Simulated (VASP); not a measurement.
# RbBr (I4/mmm) in VASP: a series of runs

Runs on RbBr. Level: LDA. Tasks: single point.

All numbers are computed with VASP 6.6.1; they aren't measurements. Logs are shortened: lines on timing, memory, paths and dates and some standing lists are left out, and cuts for length are marked.

**1. The cell of the first run**

Symmetry: I4/mmm, No. 139, tetragonal system. The conventional cell has a = 4.847 Å, b = 4.847 Å, c = 6.684 Å, α = 90.00°, β = 90.00°, γ = 90.00°. Within 4.4 Å of Rb (site symmetry 4/mmm) lie 6 Br at 3.34 to 3.43 Å. Br (site symmetry 4/mmm) has 6 Rb at 3.34 to 3.43 Å within 4.4 Å.

**2. Single point, LDA (strain -0.0250 x Voigt [1, 0, 0, 0, 0, 0])**

Contents of INCAR:

```
PREC = Accurate ; ENCUT = 520
EDIFF = 1E-7 ; ISMEAR = 0
SIGMA = 0.05 ; LREAL = F
LASPH = T ; NELM = 60
ALGO = Normal ; ISIF = 2
LWAVE = F ; LCHARG = F
GGA = CA ; NBANDS = 15
```

Contents of KPOINTS:

```
regular mesh
0
Gamma
  6 6 6
```

Contents of POSCAR:

```
RbBr
1.0
    0.0000000000      3.4275000000      3.4275000000
    3.3418125000      0.0000000000      3.4275000000
    3.3418125000      3.4275000000      0.0000000000
Rb Br
1 1
Direct
    0.0000000000      0.0000000000      0.0000000000
    0.5000000000      0.5000000000      0.5000000000
```

Potentials or basis: VASP PAW LDA potentials, release 64 (Rb_sv, Br).

On the command line:

```console
$ cat potpaw_LDA.64/Rb_sv/POTCAR potpaw_LDA.64/Br/POTCAR > POTCAR
$ mpirun -np 1 vasp_std > vasp.out
```

OUTCAR:

```text
PREC = Accurate
   ENCUT = 520
   EDIFF = 1E-7
   ISMEAR = 0
   LREAL = F
   LASPH = T
   NELM = 60
   ISIF = 2
   GGA = CA

 ion  position               nearest neighbor table
   1  0.000  0.000  0.000-   2 3.34   2 3.34   2 3.43   2 3.43   2 3.43   2 3.43
   2  0.500  0.500  0.500-   1 3.34   1 3.34   1 3.43   1 3.43   1 3.43   1 3.43

  LATTYP: Found a body centered tetragonal cell.
 ALAT       =     4.8472169850
 C/A-ratio  =     1.3788582233

  Lattice vectors:

 A1 = (  -3.3418125000,   0.0000000000,  -3.4275000000)
 A2 = (  -3.3418125000,   0.0000000000,   3.4275000000)
 A3 = (   3.3418125000,   3.4275000000,   0.0000000000)

Analysis of symmetry for initial positions (statically):
=====================================================================
 Subroutine PRICEL returns:
 Original cell was already a primitive cell.

 Routine SETGRP: Setting up the symmetry group for a
 body centered tetragonal supercell.

 Subroutine GETGRP returns: Found 16 space group operations
 (whereof 16 operations were pure point group operations)
 out of a pool of 16 trial point group operations.

The static configuration has the point symmetry D_4h.

Analysis of symmetry for dynamics (positions and initial velocities):
=====================================================================
 Subroutine PRICEL returns:
 Original cell was already a primitive cell.

 Routine SETGRP: Setting up the symmetry group for a
 body centered tetragonal supercell.

 Subroutine GETGRP returns: Found 16 space group operations
 (whereof 16 operations were pure point group operations)
 out of a pool of 16 trial point group operations.

The dynamic configuration has the point symmetry D_4h.

 Subroutine INISYM returns: Found 16 space group operations
 (whereof 16 operations are pure point group operations),
 and found     1 'primitive' translations

----------------------------------------------------------------------------------------

                                     Primitive cell

  volume of cell :      78.5176

  direct lattice vectors                    reciprocal lattice vectors
     0.000000000  3.427500000  3.427500000    -0.149619406  0.145878920  0.145878920
     3.341812500  0.000000000  3.427500000     0.149619406 -0.145878920  0.145878920
     3.341812500  3.427500000  0.000000000     0.149619406  0.145878920 -0.145878920

  length of vectors
     4.847216985  4.787010240  4.787010240     0.254847573  0.254847573  0.254847573

  position of ions in fractional coordinates (direct lattice)
     0.000000000  0.000000000  0.000000000
     0.500000000  0.500000000  0.500000000

  ion indices of the primitive-cell ions
   primitive index   ion index
                 1           1
                 2           2

----------------------------------------------------------------------------------------

 KPOINTS: regular mesh

Automatic generation of k-mesh.
 Grid dimensions read from file:
 generate k-points for:    6    6    6

 Generating k-lattice:

  Cartesian coordinates                     Fractional coordinates (reciprocal lattice)
    -0.024936568  0.024313153  0.024313153     0.166666667 -0.000000000 -0.000000000
     0.024936568 -0.024313153  0.024313153     0.000000000  0.166666667  0.000000000
     0.024936568  0.024313153 -0.024313153     0.000000000  0.000000000  0.166666667

  Length of vectors
     0.042474595  0.042474595  0.042474595

  Shift w.r.t. Gamma in fractional coordinates (k-lattice)
     0.000000000  0.000000000  0.000000000

 Subroutine IBZKPT returns following result:
 ===========================================

 Found     30 irreducible k-points:

 Following reciprocal coordinates:
            Coordinates               Weight
  0.000000  0.000000  0.000000      1.000000
  0.166667  0.000000  0.000000      8.000000
  0.333333  0.000000  0.000000      8.000000
  0.500000  0.000000  0.000000      4.000000
  0.166667  0.166667  0.000000      4.000000
  0.333333  0.166667  0.000000     16.000000
[... 16 lines left out ...]
 -0.333333  0.500000  0.166667      4.000000
  0.333333 -0.333333  0.166667      8.000000
 [... further k-points ...]
   k-points           NKPTS =     30   k-points in BZ     NKDIM =     30   number of bands    NBANDS=     15
   number of dos      NEDOS =    301   number of ions     NIONS =      2
   total plane-waves  NPLWV =  46656
   dimension x,y,z NGX =    36 NGY =   36 NGZ =   36
   dimension x,y,z NGXF=    72 NGYF=   72 NGZF=   72
   ions per type =               1   1
   NGX,Y,Z   is equivalent  to a cutoff of  12.35, 12.50, 12.50 a.u.
   NGXF,Y,Z  is equivalent  to a cutoff of  24.69, 25.00, 25.00 a.u.
 SYSTEM =  unknown system
   PREC   = accura    normal or accurate (medium, high low for compatibility)
   ISTART =      0    job   : 0-new  1-cont  2-samecut
   ICHARG =      2    charge: 1-file 2-atom 10-const
   ISPIN  =      1    spin polarized calculation?
   LNONCOLLINEAR =      F non collinear calculations
   LSORBIT =      F    spin-orbit coupling
   LASPH  =      T    aspherical Exc in radial PAW
   ENCUT  =  520.0 eV  38.22 Ry    6.18 a.u.   9.01  8.90  8.90*2*pi/ulx,y,z
   NELM   =     60;   NELMIN=  2; NELMDL= -5     # of ELM steps
   EDIFF  = 0.1E-06   stopping-criterion for ELM
   LREAL  =      F    real-space projection
   EDIFFG = 0.1E-05   stopping-criterion for IOM
   NSW    =      0    number of steps for IOM
   IBRION =     -1    ionic relax: 0-MD 1-quasi-New 2-CG
   NFREE  =      0    steps in history (QN), initial steepest desc. (CG)
   ISIF   =      2    stress and relaxation
   ISYM   =      2    0-nonsym 1-usesym 2-fastsym
   POTIM  = 0.5000    time-step for ionic-motion
   TEBEG  =    0.0;   TEEND  =   0.0 temperature during run
   PSTRESS=    0.0 pullay stress
   NELECT =      16.0000    total number of electrons
   NUPDOWN=      -1.0000    fix difference up-down
   EMIN   =  10.00;   EMAX   =-10.00  energy-range for DOS
   EFERMI =   0.00;   METHOD = LEGACY
   ISMEAR =     0;   SIGMA  =   0.05  broadening in eV -4-tet -1-fermi 0-gaus
   EFERMI_NEDOS =   21; number of points for ismear=-14 and -15
   IALGO  =     38    algorithm
   IMIX   =      4    mixing-type and parameters
     AMIX     =   0.40;   BMIX     =  1.00
     AMIX_MAG =   1.60;   BMIX_MAG =  1.00
  volume/ion in A,a.u.               =      39.26       264.93
  Fermi-wavevector in a.u.,A,eV,Ry     =   0.963369  1.820503 12.627282  0.928079
  Thomas-Fermi vector in A             =   2.092908
   LORBIT       =      0    0 simple, 1 ext, 2 COOP (PROOUT), +10 PAW based schemes
   GGA     = CA    functional components
   LHFCALC =     F    Hartree Fock is set to
   AEXX    =    0.0000 exact exchange contribution
   IVDW    =     0    specifies the selected vdW correction
   LEPSILON=     F    determine dielectric tensor
   LRPA    =     F    only Hartree local field effects (RPA)
 non-spin polarized calculation
 Gauss-broadening in eV      SIGMA  =   0.05
  energy-cutoff  :      520.00
  volume of cell :       78.52
 maximum number of plane-waves:      2136
   NGX = 17   NGY = 17   NGZ = 17

 number of electron      16.0000001 magnetization

 Free energy of the ion-electron system (eV)
  ---------------------------------------------------
  ext. energy  EPLUGINS =         0.00000000
  ---------------------------------------------------
  free energy    TOTEN  =        -6.70377892 eV

  energy without entropy =       -6.70377892  energy(sigma->0) =       -6.70377892

 E-fermi :  -1.5733     XC(G=0):  -7.8356

 val. band max:       -1.8318719586   @ k =   0.0000   0.0000   0.0000
 cond. band min:       2.1615726433   @ k =   0.0000   0.0000   0.0000
 fundamental gap:      3.9934446019
 Fermi energy:        -1.5733244573

 k-point     1 :       0.0000    0.0000    0.0000
  band No.  band energies     occupation
      1     -26.0770      2.00000
      2     -14.0934      2.00000
      3     -10.2302      2.00000
      4     -10.2194      2.00000
      5     -10.2194      2.00000
      6      -1.8679      2.00000
      7      -1.8679      2.00000
      8      -1.8319      2.00000
      9       2.1616      0.00000
     10       5.1245      0.00000
     11       5.1245      0.00000
     12       5.2815      0.00000
     13       6.0681      0.00000
     14       6.2178      0.00000
     15       8.7544      0.00000

 k-point     2 :       0.1667    0.0000    0.0000
  band No.  band energies     occupation
      1     -26.0741      2.00000
      2     -14.1059      2.00000
      3     -10.2267      2.00000
      4     -10.2233      2.00000
      5     -10.2103      2.00000
      6      -2.2048      2.00000
      7      -1.9720      2.00000
      8      -1.9556      2.00000
      9       2.8432      0.00000
     10       5.0191      0.00000
     11       5.4714      0.00000
     12       5.5660      0.00000
     13       6.4878      0.00000
     14       6.6572      0.00000
     15       9.8119      0.00000

 k-point     3 :       0.3333    0.0000    0.0000
  band No.  band energies     occupation
      1     -26.0682      2.00000
      2     -14.1306      2.00000
      3     -10.2310      2.00000
      4     -10.2286      2.00000
      5     -10.1834      2.00000
      6      -2.7401      2.00000
      7      -2.1650      2.00000
      8      -2.1626      2.00000
      9       4.1172      0.00000
     10       5.1928      0.00000
     11       6.4337      0.00000
     12       6.4953      0.00000
     13       7.5246      0.00000
     14       7.7382      0.00000
     15       9.6037      0.00000
[... 343 lines left out ...]
 k-point    23 :      -0.3333    0.5000    0.1667
  band No.  band energies     occupation
      1     -26.0621      2.00000
      2     -14.0553      2.00000
      3     -10.4060      2.00000
      4     -10.3530      2.00000
      5     -10.2286      2.00000
      6      -2.3229      2.00000
      7      -2.3022      2.00000
      8      -2.1066      2.00000
      9       4.1441      0.00000
     10       5.8152      0.00000
     11       5.8362      0.00000
     12       6.9505      0.00000
     13       7.9630      0.00000
     14       9.0274      0.00000
     15       9.3519      0.00000

 k-point    24 :       0.3333   -0.3333    0.1667
  band No.  band energies     occupation
      1     -26.0631      2.00000
      2     -14.0924      2.00000
      3     -10.3340      2.00000
      4     -10.3268      2.00000
      5     -10.1882      2.00000
      6      -2.5942      2.00000
      7      -2.2503      2.00000
      8      -2.2306      2.00000
      9       4.9419      0.00000
     10       5.1772      0.00000
     11       6.4532      0.00000
     12       6.7461      0.00000
     13       8.1865      0.00000
     14       9.0972      0.00000
     15       9.1397      0.00000

 [... further k-points ...]

------------------------ aborting loop because EDIFF is reached ----------------------------------------

  FORCE on cell =-STRESS in cart. coord.  units (eV):
  Direction    XX          YY          ZZ          XY          YZ          ZX
  --------------------------------------------------------------------------------------
  -------------------------------------------------------------------------------------
  Total       -0.1421102     -0.5453782     -0.5453782      0.0000000      0.0000000     -0.0000000
  in kB       -2.8998046    -11.1286214    -11.1286214      0.0000000      0.0000000     -0.0000000
  external PRESSURE =      -8.3856825 kB  Pullay stress =       0.0000000 kB

 VOLUME and BASIS-vectors are now :
 -----------------------------------------------------------------------------
  energy-cutoff  :      520.00
  volume of cell :       78.52
      direct lattice vectors                 reciprocal lattice vectors
     0.000000000  3.427500000  3.427500000    -0.149619406  0.145878920  0.145878920
     3.341812500  0.000000000  3.427500000     0.149619406 -0.145878920  0.145878920
     3.341812500  3.427500000  0.000000000     0.149619406  0.145878920 -0.145878920

 POSITION                                       TOTAL-FORCE (eV/Angst)
 -----------------------------------------------------------------------------------
      0.00000      0.00000      0.00000         0.000000      0.000000      0.000000
      3.34181      3.42750      3.42750        -0.000000      0.000000     -0.000000
 -----------------------------------------------------------------------------------
    total drift:                                0.000000      0.000000      0.000000

  FREE ENERGIE OF THE ION-ELECTRON SYSTEM (eV)
  ---------------------------------------------------
  free  energy   TOTEN  =        -6.7037789204 eV

  energy  without entropy=       -6.7037789204  energy(sigma->0) =       -6.70377892
```

Wall time 29 s (1 thread of AMD EPYC 7R13, shared host); peak memory 0.16 GiB.

What came out:

| Item | Value |
| --- | --- |
| Free energy | -6.7038 eV |
| Pressure | -0.8 GPa |
| Band gap on the k mesh | 3.99 eV |

Caveat: the cell differs from its parent crystal (strain -0.0250 x Voigt [1, 0, 0, 0, 0, 0]).

**3. Single point, LDA (strain +0.0250 x Voigt [1, 0, 0, 0, 0, 0])**

Contents of INCAR:

```
  PREC = Accurate
  ENCUT = 520
  EDIFF = 1E-6
  ISMEAR = 0
  SIGMA = 0.05
  LREAL = False
  LASPH = True
  NELM = 60
  ALGO = Normal
  ISIF = 2
  LWAVE = False
  LCHARG = False
  NBANDS = 15
```

Contents of KPOINTS:

```
Automatic mesh
0
Gamma
  6 6 6
```

Contents of POSCAR:

```
RbBr
1.0
    0.0000000000      3.4275000000      3.4275000000
    3.5131875000      0.0000000000      3.4275000000
    3.5131875000      3.4275000000      0.0000000000
Rb Br
1 1
Direct
    0.0000000000      0.0000000000      0.0000000000
    0.5000000000      0.5000000000      0.5000000000
```

Potentials or basis: VASP PAW LDA potentials, release 64 (Rb_sv, Br).

On the command line:

```console
$ cat potpaw_LDA.64/Rb_sv/POTCAR potpaw_LDA.64/Br/POTCAR > POTCAR
$ mpirun -np 1 vasp_std > vasp.out
```

It took 29 s on 1 thread of AMD EPYC 7R13, shared host; peak memory 0.17 GiB.

The run converged. Its results:

* Free energy: -6.6752 eV
* Pressure: -1.4 GPa
* Band gap on the k mesh: 3.89 eV

Stress tensor (GPa, compression positive):
```
-1.79  0.00  0.00
 0.00 -1.27  0.00
 0.00  0.00 -1.27
```

Levels at points of the mesh, in eV from the valence-band top:
```csv
k point,band 5,band 6,band 7,band 8,band 9,band 10,band 11,band 12
"(0.00, 0.00, 0.00)",-8.47,-0.02,0.00,0.00,3.89,6.92,7.06,7.06
"(0.50, 0.00, 0.00)",-8.43,-1.02,-0.36,-0.36,6.39,7.31,9.17,9.19
"(0.50, 0.50, 0.00)",-8.53,-0.49,-0.19,-0.17,5.31,6.70,8.72,9.02
"(0.00, 0.50, 0.50)",-8.54,-0.53,-0.15,-0.15,5.34,6.67,8.62,8.97
```

Caveat: the cell differs from its parent crystal (strain +0.0250 x Voigt [1, 0, 0, 0, 0, 0]).

[end of part 1 of 2]
